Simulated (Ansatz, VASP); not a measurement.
## PtRhC6N6: VASP beside Ansatz

```xyz
14
Lattice="0.0000 5.2445 5.2445 5.2445 0.0000 5.2445 5.2445 5.2445 0.0000" Properties=species:S:1:pos:R:3 pbc="T T T"
Rh    0.0000    0.0000    0.0000
Pt    5.2445    5.2445    5.2445
C     2.0095    5.2445    5.2445
C     5.2445    2.0095    5.2445
C     5.2445    5.2445    2.0095
C     8.4795    5.2445    5.2445
C     5.2445    8.4795    5.2445
C     5.2445    5.2445    8.4795
N     3.1730    5.2445    5.2445
N     5.2445    3.1730    5.2445
N     5.2445    5.2445    3.1730
N     7.3161    5.2445    5.2445
N     5.2445    7.3161    5.2445
N     5.2445    5.2445    7.3161
```

Alike in both runs: functional PBE; k mesh 4 × 4 × 4; occupations gaussian, width 0.1 eV; collinear spin.

Ansatz relaxed the structure, and its values are those at the end. VASP's run is a single point on that final structure, the one shown.

|  | VASP | Ansatz |
| --- | --- | --- |
| version | VASP 6.6.1 | Ansatz 0.2.0 |
| potentials or method | VASP PAW PBE potentials, release 64 (Rh_pv, Pt, C, N), cutoff 600 eV | scalar-relativistic, plane waves, PAW |
| valence electrons in the cell | 79 | 89 |

VASP gave:

| Property | Result |
| --- | --- |
| gap on the k mesh at the Fermi level (eV) | none |
| pressure (GPa) | 0.3 |
| rms of the force components (eV/Å) | 0.200 |
| net moment per atom (μB) | 0.07 |
| size of the moment on the site where the two differ most (μB) | 0.58 |

Which values does Ansatz return?

gap on the k mesh at the Fermi level (eV): none; pressure (GPa): 0.0; rms of the force components (eV/Å): 0.010; net moment per atom (μB): 0.07; size of the moment on the site where the two differ most (μB): 0.52.

Site moments also hang on the region over which each program counts them. A gap of «none» marks a metal or a gap that the smearing closes. One of these differences is far larger than is usual between the two programs; its cause wasn't traced. VASP's potentials hold 79 valence electrons a cell and Ansatz's 89, so a difference there can come from the potentials and not from the codes.

Neither program's run includes spin-orbit coupling. Noted on VASP's run: the standard files for N, O and F lose accuracy on very short bonds.
